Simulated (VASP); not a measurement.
# Cu5Si3: single point with PBE

The system is Cu5Si3.

```
Cu Si
1.0
     6.03331   -0.06870    0.03399
    -0.06870    6.31135   -0.07080
     0.03399   -0.07080    5.99272
Cu Si
10 6
Direct
  0.59116 0.28599 0.61257
  0.82347 0.56780 0.48082
  0.54382 0.08322 0.95567
  0.72811 0.90208 0.73522
  0.08189 0.28239 0.50351
  0.47280 0.54997 0.80849
  0.30268 0.99877 0.69037
  0.40130 0.39779 0.21983
  0.01536 0.79563 0.05315
  0.31892 0.98069 0.25561
  0.03345 0.69944 0.72022
  0.64837 0.72304 0.13583
  0.82730 0.38643 0.88669
  0.14678 0.22565 0.98918
  0.35348 0.68328 0.44490
  0.83535 0.09774 0.23390
```

```yaml
Program: VASP 6.6.1
Task: single point
Functional: PBE
Potentials_or_basis: VASP PAW PBE potentials, release 64 (Cu, Si)
Cutoff: 400 eV
k_mesh: 1 × 1 × 1, shifted
Occupations: fermi-dirac, width 0.1853 eV
Spin: no spin polarisation
```

The pressure is 4.7 GPa and the largest force is 4.112 eV/Å.

Forces in eV/Å, atoms in the order of the input:
```
Cu   0.381 -2.577 -2.320
Cu  -1.622 -0.051 -2.133
Cu  -0.765  2.447  3.215
Cu   1.193 -1.617 -2.625
Cu   0.196 -0.271  0.149
Cu  -1.184  2.313  1.425
Cu  -1.168 -0.752 -0.808
Cu   0.493 -0.441 -0.437
Cu   0.299  0.573  2.372
Cu  -0.196  0.838  0.515
Si   2.379 -0.458 -1.422
Si  -0.517 -0.260 -0.116
Si   0.258  0.904  0.719
Si   0.905 -0.521 -0.354
Si  -0.648 -0.529  1.335
Si  -0.006  0.400  0.486
```

Stress tensor (GPa, compression positive):
```
 5.18 -3.74 -1.98
-3.74  0.50  3.83
-1.98  3.83  8.40
```

Levels at points of the mesh, in eV from the Fermi level:
| k point | band 65 | band 66 | band 67 | band 68 | band 69 | band 70 |
| --- | --- | --- | --- | --- | --- | --- |
| (0.25, 0.25, 0.25) | -0.89 | -0.69 | -0.36 | 0.34 | 0.68 | 1.20 |

It took 39 s on 1 thread of Intel(R) Xeon(R) Platinum 8559C (Emerald Rapids), with other jobs on the host, peak memory 0.23 GiB.

Caveat: the atoms stand as in a frame of molecular dynamics.
